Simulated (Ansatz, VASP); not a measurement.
# SrTiO3 in VASP and in Ansatz

```
Sr Ti O
1.0
     3.90500    0.03905    0.03905
     0.03905    3.90500    0.03905
     0.03905    0.03905    3.90500
Sr Ti O
1 1 3
Direct
  0.00000 0.00000 0.00000
  0.50000 0.50000 0.50000
  0.00000 0.50000 0.50000
  0.50000 0.00000 0.50000
  0.50000 0.50000 0.00000
```

Change from the starting cell: equal xy, yz and zx shear strains of +2 %, crystal datasets.

Alike in both runs: task electric field gradients; functional PBE; k mesh 7 × 7 × 7; occupations fermi-dirac, width 0.05 eV; no spin polarisation.

|  | VASP | Ansatz |
| --- | --- | --- |
| version | VASP 6.6.1 | Ansatz 0.2.0 |
| potentials or method | VASP PAW PBE potentials, release 64 (Sr_sv, Ti_sv, O), cutoff 520 eV | all-electron PAW with datasets made for the crystal, scalar-relativistic |

```csv
,VASP,Ansatz,Ansatz less VASP
gap on the k mesh at the Fermi level (eV),1.87,1.89,+0.025
pressure (GPa),5.1,4.4,-0.68
"traceless stress, the component that is largest in VASP (GPa)",-2.27,-2.26,+0.008
size of Vzz on the site where it differs most (V/Å²),12.4,13.1,+0.69
```

Ansatz ran all-electron here, and VASP with PAW potentials.
